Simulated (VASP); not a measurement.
# HfTi2Ge3 (P-4m2) in VASP: further runs

The runs below take HfTi2Ge3 through single point, relaxation of cell and atoms, with PBE.

Everything below comes from runs of VASP 6.6.1. Logs are shortened: lines on timing, memory, paths and dates and some standing lists are left out, and cuts for length are marked.

### 1 The cell of the first run

It takes space group P-4m2 (No. 115, tetragonal). The conventional cell has a = 3.763 Å, b = 3.763 Å, c = 7.397 Å, α = 90.00°, β = 90.00°, γ = 90.00°. Within 3.5 Å of Hf (site symmetry -4m2) lie 8 Ge at 2.66 to 2.88 Å and 4 Ti at 3.23 Å. Within 3.5 Å of Ti (site symmetry 2mm) lie 7 Ge at 2.58 to 3.23 Å and 2 Hf at 3.23 Å and 4 Ti at 3.42 Å. Ge (site symmetry 2mm) has 5 Ti at 2.58 to 2.70 Å and 2 Hf at 2.88 Å and 2 Ge at 2.88 Å within 3.4 Å. Ge (site symmetry -4m2) has 4 Hf at 2.66 Å and 4 Ge at 2.88 Å and 4 Ti at 3.23 Å within 3.5 Å.

The cell was generated, and may not be a known phase.

### 2 Single point, PBE

The input, INCAR:

```
SYSTEM = HfTi2Ge3
PREC     = Accurate       ! precision mode
ENCUT    = 520            ! plane-wave cutoff, eV
EDIFF    = 1E-7           ! SCF threshold, eV
ISMEAR   = 0              ! smearing method
SIGMA    = 0.2            ! smearing width, eV
LREAL    = .FALSE.        ! projectors in reciprocal space
LASPH    = .TRUE.         ! aspherical terms in the spheres
NELM     = 60             ! most SCF steps
ALGO     = Normal         ! electronic algorithm
ISIF     = 2              ! what is computed and relaxed
LWAVE    = .FALSE.        ! write WAVECAR
LCHARG   = .FALSE.        ! write CHGCAR
GGA      = PE             ! functional
NBANDS   = 47             ! bands
```

The input, KPOINTS:

```
Automatic mesh
0
G
  5 5 2
  0 0 0
```

The input, POSCAR:

```
HfTi2Ge3
1.0
    3.7628721684      0.0000000000      0.0000000000
    0.0000000000      3.7628721684      0.0000000000
    0.0000000000      0.0000000000      7.3974320570
Hf Ti Ge
1 2 3
Direct
    0.5000000000      0.5000000000      0.0000000000
    0.5000000000      0.0000000000      0.6448156403
    0.0000000000      0.5000000000      0.3551843597
    0.5000000000      0.0000000000      0.2955582562
    0.0000000000      0.5000000000      0.7044417438
    0.0000000000      0.0000000000      0.0000000000
```

Potentials or basis: VASP PAW PBE potentials, release 64 (Hf_pv, Ti_sv, Ge_d).

Command:

```bash
cat potpaw_PBE.64/Hf_pv/POTCAR potpaw_PBE.64/Ti_sv/POTCAR potpaw_PBE.64/Ge_d/POTCAR > POTCAR
mpirun -np 1 vasp_std > vasp.out
```

OUTCAR:

```text
SYSTEM = HfTi2Ge3
   PREC = Accurate
   ENCUT = 520
   EDIFF = 1E-7
   ISMEAR = 0
   LREAL = .FALSE.
   LASPH = .TRUE.
   NELM = 60
   ISIF = 2
   GGA = PE

 ion  position               nearest neighbor table
   1  0.500  0.500  0.000-   6 2.66   6 2.66   6 2.66   6 2.66   5 2.88   5 2.88   4 2.88   4 2.88
                             3 3.23   2 3.23   3 3.23   2 3.23
   2  0.500  0.000  0.645-   4 2.58   5 2.70   5 2.70   5 2.70   5 2.70   1 3.23   1 3.23
   3  0.000  0.500  0.355-   5 2.58   4 2.70   4 2.70   4 2.70   4 2.70   1 3.23   1 3.23
   4  0.500  0.000  0.296-   2 2.58   3 2.70   3 2.70   3 2.70   3 2.70   1 2.88   6 2.88   6 2.88
                             1 2.88
   5  0.000  0.500  0.704-   3 2.58   2 2.70   2 2.70   2 2.70   2 2.70   6 2.88   1 2.88   6 2.88
                             1 2.88
   6  0.000  0.000  0.000-   1 2.66   1 2.66   1 2.66   1 2.66   5 2.88   5 2.88   4 2.88   4 2.88

  LATTYP: Found a simple tetragonal cell.
 ALAT       =     3.7628721684
 C/A-ratio  =     1.9659004415

  Lattice vectors:

 A1 = (   3.7628721684,   0.0000000000,   0.0000000000)
 A2 = (   0.0000000000,   3.7628721684,   0.0000000000)
 A3 = (   0.0000000000,   0.0000000000,   7.3974320570)

Analysis of symmetry for initial positions (statically):
=====================================================================
 Subroutine PRICEL returns:
 Original cell was already a primitive cell.

 Routine SETGRP: Setting up the symmetry group for a
 simple tetragonal supercell.

 Subroutine GETGRP returns: Found  8 space group operations
 (whereof  8 operations were pure point group operations)
 out of a pool of 16 trial point group operations.

The static configuration has the point symmetry D_2d.

Analysis of symmetry for dynamics (positions and initial velocities):
=====================================================================
 Subroutine PRICEL returns:
 Original cell was already a primitive cell.

 Routine SETGRP: Setting up the symmetry group for a
 simple tetragonal supercell.

 Subroutine GETGRP returns: Found  8 space group operations
 (whereof  8 operations were pure point group operations)
 out of a pool of 16 trial point group operations.

The dynamic configuration has the point symmetry D_2d.

 Subroutine INISYM returns: Found  8 space group operations
 (whereof  8 operations are pure point group operations),
 and found     1 'primitive' translations

----------------------------------------------------------------------------------------

                                     Primitive cell

  volume of cell :     104.7418

  direct lattice vectors                    reciprocal lattice vectors
     3.762872168  0.000000000  0.000000000     0.265754444  0.000000000  0.000000000
     0.000000000  3.762872168  0.000000000     0.000000000  0.265754444  0.000000000
     0.000000000  0.000000000  7.397432057     0.000000000  0.000000000  0.135182046

  length of vectors
     3.762872168  3.762872168  7.397432057     0.265754444  0.265754444  0.135182046

  position of ions in fractional coordinates (direct lattice)
     0.500000000  0.500000000  0.000000000
     0.500000000  0.000000000  0.644815640
     0.000000000  0.500000000  0.355184360
     0.500000000  0.000000000  0.295558256
     0.000000000  0.500000000  0.704441744
     0.000000000  0.000000000  0.000000000

  ion indices of the primitive-cell ions
   primitive index   ion index
                 1           1
                 2           2
                 3           3
                 4           4
                 5           5
                 6           6

----------------------------------------------------------------------------------------

 KPOINTS: Automatic mesh

Automatic generation of k-mesh.
 Grid dimensions read from file:
 generate k-points for:    5    5    2

 Generating k-lattice:

  Cartesian coordinates                     Fractional coordinates (reciprocal lattice)
     0.053150889  0.000000000  0.000000000     0.200000000  0.000000000  0.000000000
     0.000000000  0.053150889  0.000000000     0.000000000  0.200000000  0.000000000
     0.000000000  0.000000000  0.067591023     0.000000000  0.000000000  0.500000000

  Length of vectors
     0.053150889  0.053150889  0.067591023

  Shift w.r.t. Gamma in fractional coordinates (k-lattice)
     0.000000000  0.000000000  0.000000000

 Subroutine IBZKPT returns following result:
 ===========================================

 Found     12 irreducible k-points:

 Following reciprocal coordinates:
            Coordinates               Weight
  0.000000  0.000000  0.000000      1.000000
  0.200000  0.000000  0.000000      4.000000
  0.400000  0.000000  0.000000      4.000000
  0.200000  0.200000  0.000000      4.000000
  0.400000  0.200000  0.000000      8.000000
  0.400000  0.400000  0.000000      4.000000
  0.000000  0.000000  0.500000      1.000000
  0.200000  0.000000  0.500000      4.000000
  0.400000  0.000000  0.500000      4.000000
  0.200000  0.200000  0.500000      4.000000
  0.400000  0.200000  0.500000      8.000000
  0.400000  0.400000  0.500000      4.000000
   k-points           NKPTS =     12   k-points in BZ     NKDIM =     12   number of bands    NBANDS=     47
   number of dos      NEDOS =    301   number of ions     NIONS =      6
   total plane-waves  NPLWV =  43904
   dimension x,y,z NGX =    28 NGY =   28 NGZ =   56
   dimension x,y,z NGXF=    56 NGYF=   56 NGZF=  112
   ions per type =               1   2   3
   NGX,Y,Z   is equivalent  to a cutoff of  12.37, 12.37, 12.59 a.u.
   NGXF,Y,Z  is equivalent  to a cutoff of  24.74, 24.74, 25.17 a.u.
 SYSTEM =  HfTi2Ge3
   PREC   = accura    normal or accurate (medium, high low for compatibility)
   ISTART =      0    job   : 0-new  1-cont  2-samecut
   ICHARG =      2    charge: 1-file 2-atom 10-const
   ISPIN  =      1    spin polarized calculation?
   LNONCOLLINEAR =      F non collinear calculations
   LSORBIT =      F    spin-orbit coupling
   LASPH  =      T    aspherical Exc in radial PAW
   ENCUT  =  520.0 eV  38.22 Ry    6.18 a.u.   7.00  7.00 13.75*2*pi/ulx,y,z
   NELM   =     60;   NELMIN=  2; NELMDL= -5     # of ELM steps
   EDIFF  = 0.1E-06   stopping-criterion for ELM
   LREAL  =      F    real-space projection
   EDIFFG = 0.1E-05   stopping-criterion for IOM
   NSW    =      0    number of steps for IOM
   IBRION =     -1    ionic relax: 0-MD 1-quasi-New 2-CG
   NFREE  =      0    steps in history (QN), initial steepest desc. (CG)
   ISIF   =      2    stress and relaxation
   ISYM   =      2    0-nonsym 1-usesym 2-fastsym
   POTIM  = 0.5000    time-step for ionic-motion
   TEBEG  =    0.0;   TEEND  =   0.0 temperature during run
   PSTRESS=    0.0 pullay stress
   NELECT =      76.0000    total number of electrons
   NUPDOWN=      -1.0000    fix difference up-down
   EMIN   =  10.00;   EMAX   =-10.00  energy-range for DOS
   EFERMI =   0.00;   METHOD = LEGACY
   ISMEAR =     0;   SIGMA  =   0.20  broadening in eV -4-tet -1-fermi 0-gaus
   EFERMI_NEDOS =   21; number of points for ismear=-14 and -15
   IALGO  =     38    algorithm
   IMIX   =      4    mixing-type and parameters
     AMIX     =   0.40;   BMIX     =  1.00
     AMIX_MAG =   1.60;   BMIX_MAG =  1.00
  volume/ion in A,a.u.               =      17.46       117.81
  Fermi-wavevector in a.u.,A,eV,Ry     =   1.471090  2.779958 29.444467  2.164107
  Thomas-Fermi vector in A             =   2.586268
   LORBIT       =      0    0 simple, 1 ext, 2 COOP (PROOUT), +10 PAW based schemes
   GGA     = PE    functional components
   LHFCALC =     F    Hartree Fock is set to
   AEXX    =    0.0000 exact exchange contribution
   IVDW    =     0    specifies the selected vdW correction
   LEPSILON=     F    determine dielectric tensor
   LRPA    =     F    only Hartree local field effects (RPA)
 non-spin polarized calculation
 Gauss-broadening in eV      SIGMA  =   0.20
  energy-cutoff  :      520.00
  volume of cell :      104.74
 maximum number of plane-waves:      2832
 NGX is ok and might be reduce to    28
   NGX = 13   NGY = 13   NGZ = 27

 number of electron      75.9999936 magnetization

 Free energy of the ion-electron system (eV)
  ---------------------------------------------------
  ext. energy  EPLUGINS =         0.00000000
  ---------------------------------------------------
  free energy    TOTEN  =       -42.22700579 eV

  energy without entropy =      -42.16674560  energy(sigma->0) =      -42.19687569

 E-fermi :   7.6824     XC(G=0): -11.7137

 val. band max:        7.6670760074   @ k =   0.4000   0.4000   0.0000
 cond. band min:       7.6877595515   @ k =   0.2000   0.2000   0.0000
 fundamental gap:      0.0206835442
 Fermi energy:         7.6823879156

 k-point     1 :       0.0000    0.0000    0.0000
  band No.  band energies     occupation
      1     -49.5769      2.00000
      2     -49.5661      2.00000
      3     -25.8723      2.00000
      4     -25.8723      2.00000
      5     -25.8358      2.00000
      6     -25.7999      2.00000
[... 39 lines left out ...]
     46      10.0290      0.00000
     47      10.6857      0.00000

 k-point     2 :       0.2000    0.0000    0.0000
  band No.  band energies     occupation
      1     -49.5754      2.00000
      2     -49.5666      2.00000
      3     -25.8852      2.00000
      4     -25.8706      2.00000
      5     -25.8380      2.00000
      6     -25.8077      2.00000
[... 39 lines left out ...]
     46      10.0207      0.00000
     47      10.4505      0.00000

 k-point     3 :       0.4000    0.0000    0.0000
  band No.  band energies     occupation
      1     -49.5718      2.00000
      2     -49.5685      2.00000
      3     -25.9038      2.00000
      4     -25.8677      2.00000
      5     -25.8528      2.00000
      6     -25.8038      2.00000
[... 439 lines left out ...]
     46      10.5006      0.00000
     47      10.8493      0.00000

 k-point    12 :       0.4000    0.4000    0.5000
  band No.  band energies     occupation
      1     -49.5694      2.00000
      2     -49.5684      2.00000
      3     -25.9134      2.00000
      4     -25.8698      2.00000
      5     -25.8529      2.00000
      6     -25.8127      2.00000
[... 39 lines left out ...]
     46      10.4643      0.00000
     47      10.4958      0.00000

------------------------ aborting loop because EDIFF is reached ----------------------------------------

  FORCE on cell =-STRESS in cart. coord.  units (eV):
  Direction    XX          YY          ZZ          XY          YZ          ZX
  --------------------------------------------------------------------------------------
  -------------------------------------------------------------------------------------
  Total        0.0294394      0.0294394      0.3720026      0.0000000      0.0000000      0.0000000
  in kB        0.4503189      0.4503189      5.6903189      0.0000000      0.0000000      0.0000000
  external PRESSURE =       2.1969856 kB  Pullay stress =       0.0000000 kB

 VOLUME and BASIS-vectors are now :
 -----------------------------------------------------------------------------
  energy-cutoff  :      520.00
  volume of cell :      104.74
      direct lattice vectors                 reciprocal lattice vectors
     3.762872168  0.000000000  0.000000000     0.265754444  0.000000000  0.000000000
     0.000000000  3.762872168  0.000000000     0.000000000  0.265754444  0.000000000
     0.000000000  0.000000000  7.397432057     0.000000000  0.000000000  0.135182046

 POSITION                                       TOTAL-FORCE (eV/Angst)
 -----------------------------------------------------------------------------------
      1.88144      1.88144      0.00000         0.000000     -0.000000     -0.000000
      1.88144      0.00000      4.76998        -0.000000      0.000000     -0.023561
      0.00000      1.88144      2.62745         0.000000      0.000000      0.023561
      1.88144      0.00000      2.18637         0.000000      0.000000     -0.028138
      0.00000      1.88144      5.21106         0.000000      0.000000      0.028138
      0.00000      0.00000      0.00000         0.000000      0.000000     -0.000000
 -----------------------------------------------------------------------------------
    total drift:                                0.000000      0.000000      0.000000

  FREE ENERGIE OF THE ION-ELECTRON SYSTEM (eV)
  ---------------------------------------------------
  free  energy   TOTEN  =       -42.2270057853 eV

  energy  without entropy=      -42.1667456027  energy(sigma->0) =      -42.19687569
```

Wall time 41 s (1 thread of AMD EPYC 9R45 (Zen 5), shared host); peak memory 0.19 GiB.

What came out:

- Free energy: -42.2270 eV
- Pressure: 0.2 GPa
- Largest force: 0.028 eV/Å
- Band gap on the k mesh: zero (bands 38 and 39 overlap by 0.69 eV)

Forces on the atoms (eV/Å):
```
Hf   0.000  0.000  0.000
Ti   0.000  0.000 -0.024
Ti   0.000  0.000  0.024
Ge   0.000  0.000 -0.028
Ge   0.000  0.000  0.028
Ge   0.000  0.000  0.000
```

Stress tensor (GPa, compression positive):
```
0.05 0.00 0.00
0.00 0.05 0.00
0.00 0.00 0.57
```

Caveat: the k points lie up to 0.42 Å⁻¹ apart, too coarse for converged energies and pressures of a metal; spin-orbit coupling is left out, which moves the levels of the heavy elements.

### 3 Relaxation of cell and atoms, PBE

This run uses another cell than the first one, of 15.81 Å³/atom.

The input, INCAR:

```
SYSTEM = HfTi2Ge3
  PREC = Accurate
  ENCUT = 600
  EDIFF = 1E-6
  ISMEAR = 0
  SIGMA = 0.2
  LREAL = .False.
  LASPH = .True.
  NELM = 80
  ALGO = Normal
  ISIF = 3
  LWAVE = .False.
  LCHARG = .False.
  GGA = PE
  IBRION = 2
  NSW = 36
  EDIFFG = -0.08
```

The input, KPOINTS:

```
regular mesh
0
Gamma
  5 5 2
  0 0 0
```

The input, POSCAR:

```
HfTi2Ge3
1.0
    3.4954974200      0.0000000000      0.0000000000
    0.0000000000      3.4954974200      0.0000000000
    0.0000000000      0.0000000000      7.7649320600
Hf Ti Ge
1 2 3
Direct
    0.5000000000      0.5000000000      0.0000000000
    0.5000000000      0.0000000000      0.7398749000
    0.0000000000      0.5000000000      0.2601251000
    0.5000000000      0.0000000000      0.3835413500
    0.0000000000      0.5000000000      0.6164586500
    0.0000000000      0.0000000000      0.0000000000
```

Potentials or basis: VASP PAW PBE potentials, release 64 (Hf_pv, Ti_sv, Ge_d).

Command:

```bash
cat potpaw_PBE.64/Hf_pv/POTCAR potpaw_PBE.64/Ti_sv/POTCAR potpaw_PBE.64/Ge_d/POTCAR > POTCAR
mpirun -np 1 vasp_std > vasp.out
```

Run time: 8.5 min. Hardware: 1 thread of AMD EPYC 9R45 (Zen 5), shared host; peak memory 0.23 GiB.

It converged, with:

- Free energy: -42.2257 eV
- Relaxed volume: 17.54 Å³/atom
- Relaxed cell: a = 3.758 Å, b = 3.758 Å, c = 7.451 Å, α = 90.00°, β = 90.00°, γ = 90.00°
- Space group after relaxing (to 0.1 Å): P-4m2 (No. 115)
- Energy gained by relaxing: 590.9 meV/atom
- Ionic steps: 21
- Pressure after relaxing: -0.2 GPa
- Largest force after relaxing: 0.075 eV/Å
- Band gap on the k mesh: zero (bands 38 and 39 overlap by 0.68 eV)

Forces in eV/Å, atoms in the order of the input:
```
Hf   0.000  0.000  0.000
Ti   0.000  0.000 -0.075
Ti   0.000  0.000  0.075
Ge   0.000  0.000 -0.019
Ge   0.000  0.000  0.019
Ge   0.000  0.000  0.000
```

Stress tensor (GPa, compression positive):
```
 0.01  0.00  0.00
 0.00  0.01  0.00
 0.00  0.00 -0.72
```

The path:
| step | energy change (eV) | largest force (eV/Å) | pressure (GPa) | volume (Å³) |
| --- | --- | --- | --- | --- |
| 1 | 0.0000 | 1.5512 | 24.19 | 94.88 |
| 2 | -0.4618 | 0.8261 | -12.03 | 131.50 |
| 3 | -1.2605 | 0.8194 | -1.10 | 113.03 |
| 4 | -1.2610 | 0.8307 | -0.79 | 112.65 |
| 5 | -1.3819 | 0.8701 | -0.79 | 112.24 |
| 6 | -1.7730 | 1.1323 | -0.78 | 110.98 |
| 7 | -2.7661 | 1.3285 | -1.19 | 108.32 |
| 8 | -2.5256 | 2.9894 | 5.97 | 102.48 |
| 9 | -3.2133 | 1.3151 | -0.84 | 106.34 |
| 10 | -3.2805 | 1.2258 | 0.83 | 104.58 |
| 11 | -3.3137 | 1.2631 | -0.06 | 105.24 |
| 12 | -3.4309 | 0.7573 | 0.13 | 104.79 |
| 13 | -3.5030 | 0.1960 | 0.81 | 104.07 |
| 14 | -3.5320 | 0.0246 | -0.02 | 104.79 |
| 15 | -3.5377 | 0.0937 | -0.49 | 105.28 |
| 16 | -3.5396 | 0.1031 | 0.11 | 104.82 |
| 17 | -3.5398 | 0.1068 | 0.29 | 104.65 |
| 18 | -3.5412 | 0.1023 | 0.24 | 104.73 |
| 19 | -3.5442 | 0.0887 | 0.04 | 104.98 |
| 20 | -3.5440 | 0.0586 | -0.47 | 105.49 |
| 21 | -3.5452 | 0.0747 | -0.23 | 105.21 |

Final structure:
```xyz
6
Lattice="3.7577 0.0000 0.0000 0.0000 3.7577 0.0000 0.0000 0.0000 7.4514" Properties=species:S:1:pos:R:3 pbc="T T T"
Hf    1.8788    1.8788    0.0000
Ti    1.8788    0.0000    4.7992
Ti    0.0000    1.8788    2.6522
Ge    1.8788    0.0000    2.1993
Ge    0.0000    1.8788    5.2522
Ge    0.0000    0.0000    0.0000
```

Levels at points of the mesh, in eV from the Fermi level:
| k point | band 35 | band 36 | band 37 | band 38 | band 39 | band 40 | band 41 | band 42 |
| --- | --- | --- | --- | --- | --- | --- | --- | --- |
| (0.00, 0.00, 0.00) | -1.02 | -0.94 | -0.94 | -0.22 | 0.25 | 0.25 | 0.39 | 0.81 |
| (0.00, 0.00, 0.50) | -1.18 | -0.90 | -0.90 | 0.13 | 0.25 | 0.25 | 0.45 | 0.92 |

Caveat: the k points lie up to 0.42 Å⁻¹ apart in the final cell, too coarse for converged energies and pressures of a metal; spin-orbit coupling is left out, which moves the levels of the heavy elements; the relaxation stopped at a loose force limit of 0.08 eV/Å, so its end isn't a converged minimum.

The gap in the log of VASP goes by the Fermi energy; the results here count the filled bands.